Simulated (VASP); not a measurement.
Crystal: Ir.

```
Ir
1.0
     0.00000    1.91970    1.91970
     1.91970    0.00000    1.91970
     1.91970    1.91970    0.00000
Ir
1
Direct
  0.00000 0.00000 0.00000
```

| Property | Result |
| --- | --- |
| Program | VASP 6.6.1 |
| Task | relaxation of cell and atoms |
| Functional | LDA |
| Potentials or basis | VASP PAW LDA potentials, release 64 (Ir_sv_GW) |
| Cutoff | 560 eV |
| k mesh | 23 × 23 × 23 |
| Occupations | fermi-dirac, width 0.05 eV |
| Spin | no spin polarisation |

At the start: pressure -9.0 GPa; volume 14.15 Å³/atom.

Q: Where does the relaxation end?

A: Over 7 steps the energy falls by 9.1 meV/atom and the volume is 13.83 Å³/atom (-2.3 %); space group Fm-3m (No. 225, to 0.1 Å) before and after.

The path:
| step | energy change (eV) | largest force (eV/Å) | pressure (GPa) | volume (Å³) |
| --- | --- | --- | --- | --- |
| 1 | 0.0000 | 0.0000 | -8.98 | 14.15 |
| 2 | 0.1664 | 0.0000 | 49.53 | 12.59 |
| 3 | -0.0091 | 0.0000 | -0.42 | 13.84 |
| 4 | -0.0091 | 0.0000 | -0.06 | 13.83 |
| 5 | -0.0091 | 0.0000 | 0.13 | 13.83 |
| 6 | -0.0091 | 0.0000 | -0.45 | 13.85 |
| 7 | -0.0091 | 0.0000 | 0.00 | 13.83 |

Final structure:
```cif
data_structure
_symmetry_space_group_name_H-M 'P 1'
_symmetry_Int_Tables_number 1
_cell_length_a 2.6943
_cell_length_b 2.6943
_cell_length_c 2.6943
_cell_angle_alpha 60.000
_cell_angle_beta 60.000
_cell_angle_gamma 60.000
_cell_volume 13.83
loop_
_atom_site_label
_atom_site_type_symbol
_atom_site_fract_x
_atom_site_fract_y
_atom_site_fract_z
_atom_site_occupancy
Ir1 Ir 0.00000 0.00000 0.00000 1
```
